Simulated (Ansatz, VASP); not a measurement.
## Sn in VASP and in Ansatz

```
Sn
1.0
     0.00000    3.25638    3.25638
     3.25638    0.00000    3.25638
     3.25638    3.25638    0.00000
Sn
2
Direct
  0.50000 0.50000 0.50000
  0.75000 0.75000 0.75000
```

Change from the starting cell: volume scaled by 1.01, crystal datasets.

Alike in both runs: task electric field gradients; functional LDA; k mesh 9 × 9 × 9; occupations fermi-dirac, width 0.03 eV; no spin polarisation.

|  | VASP | Ansatz |
| --- | --- | --- |
| version | VASP 6.6.1 | Ansatz 0.2.0 |
| potentials or method | VASP PAW LDA potentials, release 64 (Sn_d), cutoff 520 eV | all-electron PAW with datasets made for the crystal, scalar-relativistic |

|  | VASP | Ansatz | Ansatz less VASP |
| --- | --- | --- | --- |
| pressure (GPa) | -0.8 | -0.8 | +0.02 |

LDA's correlation is that of Perdew and Zunger in VASP and of Perdew and Wang (1992) in Ansatz. Ansatz ran all-electron here, and VASP with PAW potentials.
